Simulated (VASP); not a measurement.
Crystal: Os.

```
Os
1.0
     2.75221    0.00000    0.00000
    -1.37610    2.38348    0.00000
     0.00000    0.00000    4.34831
Os
2
Direct
  0.66667 0.33333 0.75000
  0.33333 0.66667 0.25000
```

Base run:

- Program: VASP 6.6.1
- Functional: r2SCAN
- Dispersion: rVV10
- Potentials or basis: VASP PAW PBE potentials, release 64 (Os_sv_GW)
- Cutoff: 620 eV
- k mesh: 11 × 11 × 6
- Occupations: fermi-dirac, width 0.05 eV
- Spin: no spin polarisation

Its results: band gap on the k mesh zero (bands 16 and 17 overlap by 3.95 eV); pressure -10.1 GPa.

Question: The run is repeated on the same cell with these changes: dispersion from rVV10 to D3(BJ). What comes out?

Answer: Band gap on the k mesh zero (bands 16 and 17 overlap by 3.95 eV); pressure -11.3 GPa.

Caveats: the cell stands under tension; the PAW data sets were made with another functional, which shifts forces and pressure a little; spin-orbit coupling is left out, which moves the levels of the heavy elements.
